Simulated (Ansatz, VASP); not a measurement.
# C in VASP and in Ansatz

File INCAR:

```
SYSTEM = C
ALGO = Normal ; EDIFF = 1E-7
ENCUT = 520 ; GGA = PE
ISIF = 2 ; ISMEAR = -1
LASPH = .True. ; LCHARG = .True.
LELF = .True. ; LREAL = .False.
LVHAR = .True. ; LWAVE = .False.
NBANDS = 11 ; NELM = 60
PREC = Accurate ; SIGMA = 0.05
```

KPOINTS

```
k-points
0
Gamma
  18 18 18
  0 0 0
```

POSCAR

```
C
1.0
    0.0000000000      2.0957953747      3.4484400000
    1.2099843536      0.0000000000      3.4484400000
    1.2099843536      2.0957953747      0.0000000000
C
2
Direct
    0.1666700000      0.8333300000      0.1666700000
    0.8333300000      0.1666700000      0.8333300000
```

Input for Ansatz:

```yaml
crystal:
  lattice:
    - [0.0, 2.0957953747, 3.44844]
    - [1.2099843536, 0.0, 3.44844]
    - [1.2099843536, 2.0957953747, 0.0]
  atoms:
    - { symbol: C, position: [0.16667, 0.83333, 0.16667] }
    - { symbol: C, position: [0.83333, 0.16667, 0.83333] }
kpoints:
  mp_grid: { grid: [18, 18, 18] }
scf:
  occupations: { method: fermi_dirac, width: 0.05 }
hamiltonian:
  xc: pbe
  pseudopotentials: { kind: all_electron, lapw: { basis_error: 0.00025 } }
output:
  forces: true
  stress: true
  eigenvalues: true
```

Change from the starting cell: z stretched by +3 % at fixed volume.

Alike in both runs: task single point; functional PBE; k mesh 18 × 18 × 18; occupations fermi-dirac, width 0.05 eV; no spin polarisation.

|  | VASP | Ansatz |
| --- | --- | --- |
| version | VASP 6.6.1 | Ansatz 0.2.0 |
| potentials or method | VASP PAW PBE potentials, release 64 (C), cutoff 520 eV | all-electron LAPW, scalar-relativistic |

VASP gave:

| Item | Value |
| --- | --- |
| pressure (GPa) | 17.7 |
| traceless stress, the component that is largest in VASP (GPa) | -15.09 |

Question: Which values does Ansatz return?

Answer: Pressure (GPa): 17.2; traceless stress, the component that is largest in VASP (GPa): -14.46.

Ansatz ran all-electron here, and VASP with PAW potentials.
